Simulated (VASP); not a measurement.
# SnGe2 (Fm-3m) in VASP: a series of runs

Runs on SnGe2. Level: PBE. Tasks: single point, relaxation of cell and atoms.

All numbers are computed with VASP 6.6.1; they aren't measurements. Logs are shortened: lines on timing, memory, paths and dates and some standing lists are left out, and cuts for length are marked.

## Step 1: The cell of the first run

It takes space group Fm-3m (No. 225, cubic). The conventional cell has a = 6.788 Å, b = 6.788 Å, c = 6.788 Å, α = 90.00°, β = 90.00°, γ = 90.00°. Within 3.9 Å of Sn (site symmetry m-3m) lie 8 Ge at 2.94 Å. Ge (site symmetry -43m) has 4 Sn at 2.94 Å and 6 Ge at 3.39 Å within 3.9 Å.

## Step 2: Single point, PBE

INCAR

```
ALGO = Normal ; EDIFF = 1E-7
ENCUT = 520 ; GGA = PE
ISIF = 2 ; ISMEAR = 0
LASPH = T ; LCHARG = F
LREAL = F ; LWAVE = F
NBANDS = 28 ; NELM = 60
PREC = Accurate ; SIGMA = 0.1
```

KPOINTS

```
k-points
0
Gamma
  6 6 6
```

POSCAR

```
SnGe2
1.0
    0.0000000000      3.3942005510      3.3942005510
    3.3942005510      0.0000000000      3.3942005510
    3.3942005510      3.3942005510      0.0000000000
Sn Ge
1 2
Direct
    0.0000000000      0.0000000000      0.0000000000
    0.7500000000      0.7500000000      0.7500000000
    0.2500000000      0.2500000000      0.2500000000
```

Potentials or basis: VASP PAW PBE potentials, release 64 (Sn_d, Ge_d).

Started as:

```console
> cat potpaw_PBE.64/Sn_d/POTCAR potpaw_PBE.64/Ge_d/POTCAR > POTCAR
> mpirun -np 1 vasp_std > vasp.out
```

OUTCAR:

```text
EDIFF = 1E-7
   ENCUT = 520
   GGA = PE
   ISIF = 2
   ISMEAR = 0
   LASPH = T
   LREAL = F
   NELM = 60
   PREC = Accurate

 ion  position               nearest neighbor table
   1  0.000  0.000  0.000-   2 2.94   2 2.94   2 2.94   3 2.94   3 2.94   3 2.94   3 2.94   2 2.94

   2  0.750  0.750  0.750-   1 2.94   1 2.94   1 2.94   1 2.94
   3  0.250  0.250  0.250-   1 2.94   1 2.94   1 2.94   1 2.94

  LATTYP: Found a face centered cubic cell.
 ALAT       =     6.7884011020

  Lattice vectors:

 A1 = (   0.0000000000,   3.3942005510,   3.3942005510)
 A2 = (   3.3942005510,   0.0000000000,   3.3942005510)
 A3 = (   3.3942005510,   3.3942005510,   0.0000000000)

Analysis of symmetry for initial positions (statically):
=====================================================================
 Subroutine PRICEL returns:
 Original cell was already a primitive cell.

 Routine SETGRP: Setting up the symmetry group for a
 face centered cubic supercell.

 Subroutine GETGRP returns: Found 48 space group operations
 (whereof 48 operations were pure point group operations)
 out of a pool of 48 trial point group operations.

The static configuration has the point symmetry O_h .

Analysis of symmetry for dynamics (positions and initial velocities):
=====================================================================
 Subroutine PRICEL returns:
 Original cell was already a primitive cell.

 Routine SETGRP: Setting up the symmetry group for a
 face centered cubic supercell.

 Subroutine GETGRP returns: Found 48 space group operations
 (whereof 48 operations were pure point group operations)
 out of a pool of 48 trial point group operations.

The dynamic configuration has the point symmetry O_h .

 Subroutine INISYM returns: Found 48 space group operations
 (whereof 48 operations are pure point group operations),
 and found     1 'primitive' translations

----------------------------------------------------------------------------------------

                                     Primitive cell

  volume of cell :      78.2064

  direct lattice vectors                    reciprocal lattice vectors
     0.000000000  3.394200551  3.394200551    -0.147310093  0.147310093  0.147310093
     3.394200551  0.000000000  3.394200551     0.147310093 -0.147310093  0.147310093
     3.394200551  3.394200551  0.000000000     0.147310093  0.147310093 -0.147310093

  length of vectors
     4.800124453  4.800124453  4.800124453     0.255148566  0.255148566  0.255148566

  position of ions in fractional coordinates (direct lattice)
     0.000000000  0.000000000  0.000000000
     0.750000000  0.750000000  0.750000000
     0.250000000  0.250000000  0.250000000

  ion indices of the primitive-cell ions
   primitive index   ion index
                 1           1
                 2           2
                 3           3

----------------------------------------------------------------------------------------

 KPOINTS: k-points

Automatic generation of k-mesh.
 Grid dimensions read from file:
 generate k-points for:    6    6    6

 Generating k-lattice:

  Cartesian coordinates                     Fractional coordinates (reciprocal lattice)
    -0.024551682  0.024551682  0.024551682     0.166666667  0.000000000  0.000000000
     0.024551682 -0.024551682  0.024551682     0.000000000  0.166666667  0.000000000
     0.024551682  0.024551682 -0.024551682     0.000000000  0.000000000  0.166666667

  Length of vectors
     0.042524761  0.042524761  0.042524761

  Shift w.r.t. Gamma in fractional coordinates (k-lattice)
     0.000000000  0.000000000  0.000000000

 Subroutine IBZKPT returns following result:
 ===========================================

 Found     16 irreducible k-points:

 Following reciprocal coordinates:
            Coordinates               Weight
  0.000000  0.000000  0.000000      1.000000
  0.166667  0.000000  0.000000      8.000000
  0.333333  0.000000  0.000000      8.000000
  0.500000  0.000000  0.000000      4.000000
  0.166667  0.166667  0.000000      6.000000
  0.333333  0.166667  0.000000     24.000000
[... 8 lines left out ...]
 -0.333333  0.333333  0.166667     24.000000
 -0.333333  0.500000  0.166667     12.000000
   k-points           NKPTS =     16   k-points in BZ     NKDIM =     16   number of bands    NBANDS=     28
   number of dos      NEDOS =    301   number of ions     NIONS =      3
   total plane-waves  NPLWV =  46656
   dimension x,y,z NGX =    36 NGY =   36 NGZ =   36
   dimension x,y,z NGXF=    72 NGYF=   72 NGZF=   72
   ions per type =               1   2
   NGX,Y,Z   is equivalent  to a cutoff of  12.47, 12.47, 12.47 a.u.
   NGXF,Y,Z  is equivalent  to a cutoff of  24.94, 24.94, 24.94 a.u.
 SYSTEM =  unknown system
   PREC   = accura    normal or accurate (medium, high low for compatibility)
   ISTART =      0    job   : 0-new  1-cont  2-samecut
   ICHARG =      2    charge: 1-file 2-atom 10-const
   ISPIN  =      1    spin polarized calculation?
   LNONCOLLINEAR =      F non collinear calculations
   LSORBIT =      F    spin-orbit coupling
   LASPH  =      T    aspherical Exc in radial PAW
   ENCUT  =  520.0 eV  38.22 Ry    6.18 a.u.   8.93  8.93  8.93*2*pi/ulx,y,z
   NELM   =     60;   NELMIN=  2; NELMDL= -5     # of ELM steps
   EDIFF  = 0.1E-06   stopping-criterion for ELM
   LREAL  =      F    real-space projection
   EDIFFG = 0.1E-05   stopping-criterion for IOM
   NSW    =      0    number of steps for IOM
   IBRION =     -1    ionic relax: 0-MD 1-quasi-New 2-CG
   NFREE  =      0    steps in history (QN), initial steepest desc. (CG)
   ISIF   =      2    stress and relaxation
   ISYM   =      2    0-nonsym 1-usesym 2-fastsym
   POTIM  = 0.5000    time-step for ionic-motion
   TEBEG  =    0.0;   TEEND  =   0.0 temperature during run
   PSTRESS=    0.0 pullay stress
   NELECT =      42.0000    total number of electrons
   NUPDOWN=      -1.0000    fix difference up-down
   EMIN   =  10.00;   EMAX   =-10.00  energy-range for DOS
   EFERMI =   0.00;   METHOD = LEGACY
   ISMEAR =     0;   SIGMA  =   0.10  broadening in eV -4-tet -1-fermi 0-gaus
   EFERMI_NEDOS =   21; number of points for ismear=-14 and -15
   IALGO  =     38    algorithm
   IMIX   =      4    mixing-type and parameters
     AMIX     =   0.40;   BMIX     =  1.00
     AMIX_MAG =   1.60;   BMIX_MAG =  1.00
  volume/ion in A,a.u.               =      26.07       175.92
  Fermi-wavevector in a.u.,A,eV,Ry     =   1.330691  2.514641 24.092347  1.770738
  Thomas-Fermi vector in A             =   2.459758
   LORBIT       =      0    0 simple, 1 ext, 2 COOP (PROOUT), +10 PAW based schemes
   GGA     = PE    functional components
   LHFCALC =     F    Hartree Fock is set to
   AEXX    =    0.0000 exact exchange contribution
   IVDW    =     0    specifies the selected vdW correction
   LEPSILON=     F    determine dielectric tensor
   LRPA    =     F    only Hartree local field effects (RPA)
 non-spin polarized calculation
 Gauss-broadening in eV      SIGMA  =   0.10
  energy-cutoff  :      520.00
  volume of cell :       78.21
 maximum number of plane-waves:      2126
   NGX = 17   NGY = 17   NGZ = 17

 number of electron      42.0000025 magnetization

 Free energy of the ion-electron system (eV)
  ---------------------------------------------------
  ext. energy  EPLUGINS =         0.00000000
  ---------------------------------------------------
  free energy    TOTEN  =       -11.79740205 eV

  energy without entropy =      -11.79148176  energy(sigma->0) =      -11.79444190

 E-fermi :   5.3861     XC(G=0):  -9.7865

 val. band max:        5.2995841401   @ k =   0.1667   0.0000   0.0000
 cond. band min:       5.4336008299   @ k =   0.1667   0.1667   0.0000
 fundamental gap:      0.1340166898
 Fermi energy:         5.3860848232

 k-point     1 :       0.0000    0.0000    0.0000
  band No.  band energies     occupation
      1     -19.3188      2.00000
      2     -19.3188      2.00000
      3     -19.3115      2.00000
      4     -19.3115      2.00000
      5     -19.3115      2.00000
      6     -19.2955      2.00000
[... 20 lines left out ...]
     27       8.5976      0.00000
     28      11.1948      0.00000

 k-point     2 :       0.1667    0.0000    0.0000
  band No.  band energies     occupation
      1     -19.3158      2.00000
      2     -19.3158      2.00000
      3     -19.3111      2.00000
      4     -19.3104      2.00000
      5     -19.3104      2.00000
      6     -19.2965      2.00000
[... 20 lines left out ...]
     27       8.5565      0.00000
     28      12.3337      0.00000

 k-point     3 :       0.3333    0.0000    0.0000
  band No.  band energies     occupation
      1     -19.3087      2.00000
      2     -19.3078      2.00000
      3     -19.3078      2.00000
      4     -19.3072      2.00000
      5     -19.3072      2.00000
      6     -19.2993      2.00000
[... 20 lines left out ...]
     27      11.0463      0.00000
     28      13.2630      0.00000

 k-point     4 :       0.5000    0.0000    0.0000
  band No.  band energies     occupation
      1     -19.3054      2.00000
      2     -19.3041      2.00000
      3     -19.3041      2.00000
      4     -19.3028      2.00000
      5     -19.3028      2.00000
      6     -19.3012      2.00000
[... 20 lines left out ...]
     27      11.5630      0.00000
     28      13.1277      0.00000

 k-point     5 :       0.1667    0.1667    0.0000
  band No.  band energies     occupation
      1     -19.3182      2.00000
      2     -19.3121      2.00000
      3     -19.3118      2.00000
      4     -19.3097      2.00000
      5     -19.3097      2.00000
      6     -19.2971      2.00000
[... 20 lines left out ...]
     27       9.3672      0.00000
     28      11.4913      0.00000

 k-point     6 :       0.3333    0.1667    0.0000
  band No.  band energies     occupation
      1     -19.3149      2.00000
      2     -19.3116      2.00000
      3     -19.3073      2.00000
      4     -19.3072      2.00000
      5     -19.3036      2.00000
      6     -19.2995      2.00000
[... 20 lines left out ...]
     27      10.3331      0.00000
     28      12.8391      0.00000

 k-point     7 :       0.5000    0.1667    0.0000
  band No.  band energies     occupation
      1     -19.3085      2.00000
      2     -19.3069      2.00000
      3     -19.3042      2.00000
      4     -19.3039      2.00000
      5     -19.3028      2.00000
      6     -19.3025      2.00000
[... 20 lines left out ...]
     27      11.4117      0.00000
     28      13.0010      0.00000

 k-point     8 :      -0.3333    0.1667    0.0000
  band No.  band energies     occupation
      1     -19.3091      2.00000
      2     -19.3080      2.00000
      3     -19.3065      2.00000
      4     -19.3040      2.00000
      5     -19.3029      2.00000
      6     -19.3005      2.00000
[... 20 lines left out ...]
     27      11.7312      0.00000
     28      12.1107      0.00000

 k-point     9 :      -0.1667    0.1667    0.0000
  band No.  band energies     occupation
      1     -19.3146      2.00000
      2     -19.3108      2.00000
      3     -19.3093      2.00000
      4     -19.3079      2.00000
      5     -19.3076      2.00000
      6     -19.2991      2.00000
[... 20 lines left out ...]
     27      10.2918      0.00000
     28      12.5683      0.00000

 k-point    10 :       0.3333    0.3333    0.0000
  band No.  band energies     occupation
      1     -19.3171      2.00000
      2     -19.3135      2.00000
      3     -19.3060      2.00000
      4     -19.3060      2.00000
      5     -19.3004      2.00000
      6     -19.3004      2.00000
[... 20 lines left out ...]
     27      11.2000      0.00000
     28      12.3398      0.00000

 k-point    11 :       0.5000    0.3333    0.0000
  band No.  band energies     occupation
      1     -19.3139      2.00000
      2     -19.3125      2.00000
      3     -19.3041      2.00000
      4     -19.3038      2.00000
      5     -19.3031      2.00000
      6     -19.3023      2.00000
[... 20 lines left out ...]
     27      11.1552      0.00000
     28      13.3878      0.00000

 k-point    12 :      -0.3333    0.3333    0.0000
  band No.  band energies     occupation
      1     -19.3088      2.00000
      2     -19.3071      2.00000
      3     -19.3065      2.00000
      4     -19.3056      2.00000
      5     -19.3046      2.00000
      6     -19.3018      2.00000
[... 20 lines left out ...]
     27      12.4749      0.00000
     28      12.5779      0.00000

 k-point    13 :       0.5000    0.5000    0.0000
  band No.  band energies     occupation
      1     -19.3164      2.00000
      2     -19.3142      2.00000
      3     -19.3042      2.00000
      4     -19.3042      2.00000
      5     -19.3036      2.00000
      6     -19.3021      2.00000
[... 20 lines left out ...]
     27      11.5857      0.00000
     28      12.8446      0.00000

 k-point    14 :       0.5000    0.3333    0.1667
  band No.  band energies     occupation
      1     -19.3125      2.00000
      2     -19.3109      2.00000
      3     -19.3057      2.00000
      4     -19.3036      2.00000
      5     -19.3031      2.00000
      6     -19.3010      2.00000
[... 20 lines left out ...]
     27      11.9487      0.00000
     28      12.2088      0.00000

 k-point    15 :      -0.3333    0.3333    0.1667
  band No.  band energies     occupation
      1     -19.3085      2.00000
      2     -19.3069      2.00000
      3     -19.3067      2.00000
      4     -19.3066      2.00000
      5     -19.3033      2.00000
      6     -19.3028      2.00000
[... 20 lines left out ...]
     27      11.4818      0.00000
     28      13.1603      0.00000

 k-point    16 :      -0.3333    0.5000    0.1667
  band No.  band energies     occupation
      1     -19.3119      2.00000
      2     -19.3113      2.00000
      3     -19.3056      2.00000
      4     -19.3050      2.00000
      5     -19.3036      2.00000
      6     -19.3025      2.00000
[... 20 lines left out ...]
     27      11.4863      0.00000
     28      13.9417      0.00000

------------------------ aborting loop because EDIFF is reached ----------------------------------------

  FORCE on cell =-STRESS in cart. coord.  units (eV):
  Direction    XX          YY          ZZ          XY          YZ          ZX
  --------------------------------------------------------------------------------------
  -------------------------------------------------------------------------------------
  Total        0.0439824      0.0439824      0.0439824      0.0000000     -0.0000000     -0.0000000
  in kB        0.9010467      0.9010467      0.9010467      0.0000000     -0.0000000     -0.0000000
  external PRESSURE =       0.9010467 kB  Pullay stress =       0.0000000 kB

 VOLUME and BASIS-vectors are now :
 -----------------------------------------------------------------------------
  energy-cutoff  :      520.00
  volume of cell :       78.21
      direct lattice vectors                 reciprocal lattice vectors
     0.000000000  3.394200551  3.394200551    -0.147310093  0.147310093  0.147310093
     3.394200551  0.000000000  3.394200551     0.147310093 -0.147310093  0.147310093
     3.394200551  3.394200551  0.000000000     0.147310093  0.147310093 -0.147310093

 POSITION                                       TOTAL-FORCE (eV/Angst)
 -----------------------------------------------------------------------------------
      0.00000      0.00000      0.00000        -0.000000     -0.000000      0.000000
      5.09130      5.09130      5.09130         0.000000     -0.000000     -0.000000
      1.69710      1.69710      1.69710        -0.000000      0.000000      0.000000
 -----------------------------------------------------------------------------------
    total drift:                                0.000000      0.000000      0.000000

  FREE ENERGIE OF THE ION-ELECTRON SYSTEM (eV)
  ---------------------------------------------------
  free  energy   TOTEN  =       -11.7974020475 eV

  energy  without entropy=      -11.7914817557  energy(sigma->0) =      -11.79444190
```

Run time: 20 s. Hardware: 1 thread of Intel Xeon Platinum 8488C (Sapphire Rapids), shared host; peak memory 0.21 GiB.

Results:

| Property | Result |
| --- | --- |
| Free energy | -11.7974 eV |
| Pressure | 0.1 GPa |
| Band gap on the k mesh | zero (band 21 reaches 5.91 eV, above the bottom of band 22 at 4.89 eV) |

Levels at points of the mesh, in eV from the Fermi level:
```
           k point  band 17  band 18  band 19  band 20  band 21  band 22  band 23  band 24  band 25  band 26
(0.00, 0.00, 0.00)    -5.72    -2.08    -1.08    -1.08    -1.08    -0.50    -0.50    -0.50     3.21     3.21
(0.50, 0.00, 0.00)    -8.81    -4.76    -2.18    -2.18    -0.71    -0.29    -0.29     3.76     5.12     5.12
(0.50, 0.50, 0.00)    -7.94    -7.11    -3.79    -3.79    -0.62     3.35     3.35     4.24     4.35     6.20
```

Caveat: spin-orbit coupling is left out, which moves the levels of the heavy elements.

(Continued in part 2 of 2.)
